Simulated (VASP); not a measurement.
# Al9H in VASP: a series of runs

The runs below take Al9H through single point, with PBE.

All numbers are computed with VASP 6.6.1; they aren't measurements. Logs are shortened: lines on timing, memory, paths and dates and some standing lists are left out, and cuts for length are marked.

## (1) The cell of the first run

The cell holds a slab with vacuum, 10 atoms: a = 2.854 Å, b = 2.854 Å, c = 34.261 Å, α = 90.00°, β = 90.00°, γ = 120.00°.

## (2) Single point, PBE

INCAR reads:

```
SYSTEM = Al9H
  PREC = Accurate
  ENCUT = 520
  EDIFF = 1E-6
  ISMEAR = 0
  SIGMA = 0.1
  LREAL = .False.
  LASPH = .True.
  NELM = 80
  ALGO = Normal
  ISIF = 2
  LWAVE = .False.
  LCHARG = .False.
  LDIPOL = .True.
  IDIPOL = 3
  DIPOL = 0.5 0.5 0.420
  GGA = PE
  NBANDS = 25
```

KPOINTS reads:

```
regular mesh
0
Gamma
  9 9 1
  0 0 0
```

POSCAR reads:

```
Al9H
1.0
    2.8535431556      0.0000000000      0.0000000000
   -1.4267715778      2.4712408635      0.0000000000
    0.0000000000      0.0000000000     34.2605580981
Al H
9 1
Direct
    0.3333333333      0.6666666667      0.1167523304
    0.0000000000      0.0000000000      0.1852090274
    0.6666666667      0.3333333333      0.2536657244
    0.0000000000      0.0000000000      0.3221224214
    0.3333333333      0.6666666667      0.3899858430
    0.0000000000      0.0000000000      0.4578168584
    0.6666666667      0.3333333333      0.5268325047
    0.0000000000      0.0000000000      0.5950901730
    0.2893620413      0.6954862987      0.6611075837
    0.5000000000      1.3333333333      0.6921054017
```

Potentials or basis: VASP PAW PBE potentials, release 64 (Al, H).

Command:

```
cat potpaw_PBE.64/Al/POTCAR potpaw_PBE.64/H/POTCAR > POTCAR
mpirun -np 1 vasp_std > vasp.out
```

OUTCAR:

```text
SYSTEM = Al9H
   PREC = Accurate
   ENCUT = 520
   EDIFF = 1E-6
   ISMEAR = 0
   LREAL = .False.
   LASPH = .True.
   NELM = 80
   ISIF = 2
   GGA = PE

 ion  position               nearest neighbor table
   1  0.333  0.667  0.117-   2 2.87   2 2.87   2 2.87
   2  0.000  0.000  0.185-   1 2.87   3 2.87   1 2.87   3 2.87   3 2.87   1 2.87
   3  0.667  0.333  0.254-   2 2.87   4 2.87   2 2.87   4 2.87   2 2.87   4 2.87
   4  0.000  0.000  0.322-   5 2.85   5 2.85   5 2.85   3 2.87   3 2.87   3 2.87
   5  0.333  0.667  0.390-   6 2.85   6 2.85   6 2.85   4 2.85   4 2.85   4 2.85
   6  0.000  0.000  0.458-   5 2.85   5 2.85   5 2.85   7 2.88   7 2.88   7 2.88
   7  0.667  0.333  0.527-   8 2.86   8 2.86   8 2.86   6 2.88   6 2.88   6 2.88
   8  0.000  0.000  0.595-   9 2.70   9 2.85   7 2.86   7 2.86   7 2.86   9 2.87
   9  0.289  0.695  0.661-  10 1.78  10 1.93   8 2.70   8 2.85   8 2.87
  10  0.500  0.333  0.692-   9 1.78   9 1.93

  LATTYP: Found a hexagonal cell.
 ALAT       =     2.8535431556
 C/A-ratio  =    12.0063220459

  Lattice vectors:

 A1 = (   2.8535431556,   0.0000000000,   0.0000000000)
 A2 = (  -1.4267715778,   2.4712408635,   0.0000000000)
 A3 = (   0.0000000000,   0.0000000000,  34.2605580981)

Analysis of symmetry for initial positions (statically):
=====================================================================
 Subroutine PRICEL returns:
 Original cell was already a primitive cell.

 Routine SETGRP: Setting up the symmetry group for a
 hexagonal supercell.

 Subroutine GETGRP returns: Found  1 space group operations
 (whereof  1 operations were pure point group operations)
 out of a pool of 24 trial point group operations.

The static configuration has the point symmetry C_1 .

Analysis of symmetry for dynamics (positions and initial velocities):
=====================================================================
 Subroutine PRICEL returns:
 Original cell was already a primitive cell.

 Routine SETGRP: Setting up the symmetry group for a
 hexagonal supercell.

 Subroutine GETGRP returns: Found  1 space group operations
 (whereof  1 operations were pure point group operations)
 out of a pool of 24 trial point group operations.

The dynamic configuration has the point symmetry C_1 .

 Subroutine INISYM returns: Found  1 space group operations
 (whereof  1 operations are pure point group operations),
 and found     1 'primitive' translations

----------------------------------------------------------------------------------------

                                     Primitive cell

  volume of cell :     241.5983

  direct lattice vectors                    reciprocal lattice vectors
     2.853543156  0.000000000  0.000000000     0.350441520  0.202327506  0.000000000
    -1.426771578  2.471240863  0.000000000     0.000000000  0.404655011  0.000000000
     0.000000000  0.000000000 34.260558098     0.000000000  0.000000000  0.029188083

  length of vectors
     2.853543156  2.853543156 34.260558098     0.404655011  0.404655011  0.029188083

  position of ions in fractional coordinates (direct lattice)
     0.333333333  0.666666667  0.116752330
     0.000000000  0.000000000  0.185209027
     0.666666667  0.333333333  0.253665724
     0.000000000  0.000000000  0.322122421
     0.333333333  0.666666667  0.389985843
     0.000000000  0.000000000  0.457816858
     0.666666667  0.333333333  0.526832505
     0.000000000  0.000000000  0.595090173
     0.289362041  0.695486299  0.661107584
     0.500000000  0.333333333  0.692105402

  ion indices of the primitive-cell ions
   primitive index   ion index
                 1           1
                 2           2
                 3           3
                 4           4
                 5           5
                 6           6
                 7           7
                 8           8
                 9           9
                10          10

----------------------------------------------------------------------------------------

 KPOINTS: regular mesh

Automatic generation of k-mesh.
 Grid dimensions read from file:
 generate k-points for:    9    9    1

 Generating k-lattice:

  Cartesian coordinates                     Fractional coordinates (reciprocal lattice)
     0.038937947  0.022480834  0.000000000     0.111111111  0.000000000  0.000000000
     0.000000000  0.044961668  0.000000000     0.000000000  0.111111111  0.000000000
     0.000000000  0.000000000  0.029188083     0.000000000  0.000000000  1.000000000

  Length of vectors
     0.044961668  0.044961668  0.029188083

  Shift w.r.t. Gamma in fractional coordinates (k-lattice)
     0.000000000  0.000000000  0.000000000

 Subroutine IBZKPT returns following result:
 ===========================================

 Found     41 irreducible k-points:

 Following reciprocal coordinates:
            Coordinates               Weight
  0.000000  0.000000  0.000000      1.000000
  0.111111  0.000000  0.000000      2.000000
  0.000000  0.111111  0.000000      2.000000
 -0.111111  0.111111  0.000000      2.000000
  0.222222 -0.000000  0.000000      2.000000
  0.000000  0.222222  0.000000      2.000000
[... 16 lines left out ...]
  0.333333  0.111111  0.000000      2.000000
 -0.111111  0.444444  0.000000      2.000000
 [... further k-points ...]
   k-points           NKPTS =     41   k-points in BZ     NKDIM =     41   number of bands    NBANDS=     25
   number of dos      NEDOS =    301   number of ions     NIONS =     10
   total plane-waves  NPLWV = 147456
   dimension x,y,z NGX =    24 NGY =   24 NGZ =  256
   dimension x,y,z NGXF=    48 NGYF=   48 NGZF=  512
   ions per type =               9   1
   NGX,Y,Z   is equivalent  to a cutoff of  13.98, 13.98, 12.42 a.u.
   NGXF,Y,Z  is equivalent  to a cutoff of  27.96, 27.96, 24.84 a.u.
 SYSTEM =  Al9H
   PREC   = accura    normal or accurate (medium, high low for compatibility)
   ISTART =      0    job   : 0-new  1-cont  2-samecut
   ICHARG =      2    charge: 1-file 2-atom 10-const
   ISPIN  =      1    spin polarized calculation?
   LNONCOLLINEAR =      F non collinear calculations
   LSORBIT =      F    spin-orbit coupling
   LASPH  =      T    aspherical Exc in radial PAW
   ENCUT  =  520.0 eV  38.22 Ry    6.18 a.u.   5.31  5.31 63.70*2*pi/ulx,y,z
   NELM   =     80;   NELMIN=  2; NELMDL= -5     # of ELM steps
   EDIFF  = 0.1E-05   stopping-criterion for ELM
   LREAL  =      F    real-space projection
   EDIFFG = 0.1E-04   stopping-criterion for IOM
   NSW    =      0    number of steps for IOM
   IBRION =     -1    ionic relax: 0-MD 1-quasi-New 2-CG
   NFREE  =      0    steps in history (QN), initial steepest desc. (CG)
   ISIF   =      2    stress and relaxation
   ISYM   =      2    0-nonsym 1-usesym 2-fastsym
   POTIM  = 0.5000    time-step for ionic-motion
   TEBEG  =    0.0;   TEEND  =   0.0 temperature during run
   PSTRESS=    0.0 pullay stress
   NELECT =      28.0000    total number of electrons
   NUPDOWN=      -1.0000    fix difference up-down
   EMIN   =  10.00;   EMAX   =-10.00  energy-range for DOS
   EFERMI =   0.00;   METHOD = LEGACY
   ISMEAR =     0;   SIGMA  =   0.10  broadening in eV -4-tet -1-fermi 0-gaus
   EFERMI_NEDOS =   21; number of points for ismear=-14 and -15
   IALGO  =     38    algorithm
   IMIX   =      4    mixing-type and parameters
     AMIX     =   0.40;   BMIX     =  1.00
     AMIX_MAG =   1.60;   BMIX_MAG =  1.00
  volume/ion in A,a.u.               =      24.16       163.04
  Fermi-wavevector in a.u.,A,eV,Ry     =   0.798171  1.508325  8.667968  0.637078
  Thomas-Fermi vector in A             =   1.905031
   LORBIT       =      0    0 simple, 1 ext, 2 COOP (PROOUT), +10 PAW based schemes
   GGA     = PE    functional components
   LHFCALC =     F    Hartree Fock is set to
   AEXX    =    0.0000 exact exchange contribution
   IVDW    =     0    specifies the selected vdW correction
   LEPSILON=     F    determine dielectric tensor
   LRPA    =     F    only Hartree local field effects (RPA)
 non-spin polarized calculation
 Gauss-broadening in eV      SIGMA  =   0.10
  energy-cutoff  :      520.00
  volume of cell :      241.60
 maximum number of plane-waves:      6547
 NGX is ok and might be reduce to    24
   NGX = 11   NGY = 11   NGZ =127

 dipolmoment           0.000000      0.000000      0.000375 electrons x Angstroem

 number of electron      28.0000001 magnetization

 dipolmoment           0.000000      0.000000     -0.004063 electrons x Angstroem

 Free energy of the ion-electron system (eV)
  ---------------------------------------------------
  ext. energy  EPLUGINS =         0.00000000
  ---------------------------------------------------
  free energy    TOTEN  =       -35.92162003 eV

  energy without entropy =      -35.89720662  energy(sigma->0) =      -35.90941333

 E-fermi :   3.5832     XC(G=0):  -6.8793

 val. band max:        3.5441889628   @ k =  -0.3333   0.3333   0.0000
 cond. band min:       3.5962416255   @ k =   0.0000   0.4444   0.0000
 fundamental gap:      0.0520526628
 Fermi energy:         3.5832085104

 k-point     1 :       0.0000    0.0000    0.0000
  band No.  band energies     occupation
      1      -7.6969      2.00000
      2      -7.4949      2.00000
      3      -7.1368      2.00000
      4      -6.6571      2.00000
      5      -6.0349      2.00000
      6      -5.2693      2.00000
[... 17 lines left out ...]
     24      13.4855      0.00000
     25      14.2862      0.00000

 k-point     2 :       0.1111    0.0000    0.0000
  band No.  band energies     occupation
      1      -7.4031      2.00000
      2      -7.1976      2.00000
      3      -6.8402      2.00000
      4      -6.3623      2.00000
      5      -5.7419      2.00000
      6      -4.9782      2.00000
[... 608 lines left out ...]
 k-point    24 :      -0.1111    0.4444    0.0000
  band No.  band energies     occupation
      1      -4.0150      2.00000
      2      -3.6833      2.00000
      3      -3.3447      2.00000
      4      -2.9031      2.00000
      5      -2.3154      2.00000
      6      -1.5891      2.00000
[... 17 lines left out ...]
     24       7.0769      0.00000
     25       7.4124      0.00000

 [... further k-points ...]

------------------------ aborting loop because EDIFF is reached ----------------------------------------

 vacuum level on the upper side and lower side of the slab       (xc-potential included)        -0.251        -0.173

  FORCE on cell =-STRESS in cart. coord.  units (eV):
  Direction    XX          YY          ZZ          XY          YZ          ZX
  --------------------------------------------------------------------------------------
  -------------------------------------------------------------------------------------
  Total        0.0902788     -0.2970702     -0.2389688      0.0916136     -0.1115383      0.4755336
  in kB        0.5986908     -1.9700432     -1.5847394      0.6075422     -0.7396745      3.1535362
  external PRESSURE =      -0.9853639 kB  Pullay stress =       0.0000000 kB

 VOLUME and BASIS-vectors are now :
 -----------------------------------------------------------------------------
  energy-cutoff  :      520.00
  volume of cell :      241.60
      direct lattice vectors                 reciprocal lattice vectors
     2.853543156  0.000000000  0.000000000     0.350441520  0.202327506  0.000000000
    -1.426771578  2.471240863  0.000000000     0.000000000  0.404655011  0.000000000
     0.000000000  0.000000000 34.260558098     0.000000000  0.000000000  0.029188083

 POSITION                                       TOTAL-FORCE (eV/Angst)
 -----------------------------------------------------------------------------------
     -0.00000      1.64749      4.00000         0.000571      0.003008      0.004335
      0.00000      0.00000      6.34536        -0.002713      0.000322      0.052054
      1.42677      0.82375      8.69073        -0.003657      0.002030     -0.048286
      0.00000      0.00000     11.03609         0.008112      0.003271     -0.054945
     -0.00000      1.64749     13.36113         0.003948     -0.001096      0.088600
      0.00000      0.00000     15.68506        -0.031226     -0.011623      0.007729
      1.42677      0.82375     18.04958         0.052518     -0.001424     -0.057918
      0.00000      0.00000     20.38812        -0.172971      0.026263      0.007622
     -0.16659      1.71871     22.64991        -0.000469     -0.000245     -0.018740
      0.95118      0.82375     23.71192         0.145887     -0.020506      0.019549
 -----------------------------------------------------------------------------------
    total drift:                                0.000083      0.000001     -0.000088

  FREE ENERGIE OF THE ION-ELECTRON SYSTEM (eV)
  ---------------------------------------------------
  free  energy   TOTEN  =       -35.9216200268 eV

  energy  without entropy=      -35.8972066234  energy(sigma->0) =      -35.90941333

 vacuum level on the upper side and lower side of the slab         7.205         7.290
```

Run time: 14 min. Hardware: 1 thread of AMD EPYC 7R43 (Zen 3), shared host; peak memory 0.42 GiB.

What came out:

```
Free energy            : -35.9216 eV
Largest force          : 0.175 eV/Å
Band gap on the k mesh : zero (bands 14 and 15 overlap by 3.78 eV)
```

Forces in eV/Å, atoms in the order of the input:
```
Al   0.001  0.003  0.004
Al  -0.003  0.000  0.052
Al  -0.004  0.002 -0.048
Al   0.008  0.003 -0.055
Al   0.004 -0.001  0.089
Al  -0.031 -0.012  0.008
Al   0.053 -0.001 -0.058
Al  -0.173  0.026  0.008
Al   0.000  0.000 -0.019
H    0.146 -0.021  0.020
```

Levels at points of the mesh, in eV from the Fermi level:
| k point | band 10 | band 11 | band 12 | band 13 | band 14 | band 15 | band 16 | band 17 | band 18 | band 19 |
| --- | --- | --- | --- | --- | --- | --- | --- | --- | --- | --- |
| (0.00, 0.00, 0.00) | -4.49 | -3.03 | -1.53 | 0.03 | 1.54 | 2.80 | 3.61 | 3.88 | 5.04 | 5.24 |

(Part 1 of 2 ends here.)
